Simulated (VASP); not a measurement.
A run of VASP 6.6.1:

The input INCAR:

```
  ALGO = Normal
  EDIFF = 1E-6
  ENCUT = 520
  GGA = RE
  ISIF = 2
  ISMEAR = -1
  ISPIN = 2
  LASPH = T
  LCHARG = F
  LMAXMIX = 4
  LORBIT = 11
  LREAL = F
  LWAVE = F
  MAGMOM = 4 0
  NBANDS = 20
  NELM = 150
  PREC = Accurate
  SIGMA = 0.05
```

The input KPOINTS:

```
k-points
0
Gamma
  10 10 10
```

File POSCAR:

```
MnO
1.0
    0.0000000000      2.2239077028      2.2239077028
    2.2239077028      0.0000000000      2.2239077028
    2.2239077028      2.2239077028      0.0000000000
Mn O
1 1
Direct
    0.0000000000      0.0000000000      0.0000000000
    0.5000000000      0.5000000000      0.5000000000
```

Potentials or basis: VASP PAW PBE potentials, release 64 (Mn_pv, O).

Launch:

```console
$ cat potpaw_PBE.64/Mn_pv/POTCAR potpaw_PBE.64/O/POTCAR > POTCAR
$ mpirun -np 1 vasp_std > vasp.out
```

Hardware: 1 thread of Intel(R) Xeon(R) Platinum 8488C (Sapphire Rapids), with other jobs on the host.

Estimate the wall time of this run.

It took 27 s on 1 thread of Intel(R) Xeon(R) Platinum 8488C (Sapphire Rapids) (shared host), peak memory 0.16 GiB. Counts: scf iterations 15, k points 47.
